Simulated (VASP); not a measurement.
GaB2As3, 6 atoms in the cell. Symmetry: P-3m1, No. 164, trigonal system. Conventional cell: a = 4.425 Å, b = 4.425 Å, c = 6.974 Å, α = 90.00°, β = 90.00°, γ = 120.00°. Within 4.1 Å of Ga (site symmetry -3m) lie 6 B at 3.09 Å and 8 As at 3.49 to 3.54 Å. Within 3.5 Å of B (site symmetry 3m) lie 7 As at 2.65 to 3.10 Å and 3 Ga at 3.09 Å. Within 3.6 Å of As (site symmetry -3m) lie 6 As at 2.76 Å and 6 B at 3.10 Å and 2 Ga at 3.49 Å. As (site symmetry 3m) has 4 B at 2.65 to 2.80 Å and 6 As at 2.76 to 3.30 Å within 3.5 Å. 

```yaml
Program: VASP 6.6.1
Task: relaxation of cell and atoms
Functional: PBE
Potentials_or_basis: VASP PAW PBE potentials, release 64 (Ga_d, B, As)
Cutoff: 600 eV
k_mesh: 6 × 6 × 4
Occupations: gaussian, width 0.1 eV
Spin: no spin polarisation
Dipole_correction: no
Further_INCAR_settings: ALGO = Normal; EDIFF = 1e-06; IBRION = 2; EDIFFG = -0.04; NSW = 90; ISIF = 3
```

Potentials or basis: VASP PAW PBE potentials, release 64 (Ga_d, B, As).

The run is started by

```console
$ cat potpaw_PBE.64/Ga_d/POTCAR potpaw_PBE.64/B/POTCAR potpaw_PBE.64/As/POTCAR > POTCAR
$ mpirun -np 1 vasp_std > vasp.out
```

Hardware: 1 thread of Intel(R) Xeon(R) Platinum 8488C (Sapphire Rapids), with other jobs on the host.

How long does it take, and how much memory?

Run time: 15 min on 1 thread of Intel(R) Xeon(R) Platinum 8488C (Sapphire Rapids) (shared host), peak memory 0.31 GiB. Counts: scf iterations 195, k points 24, ion steps 27.
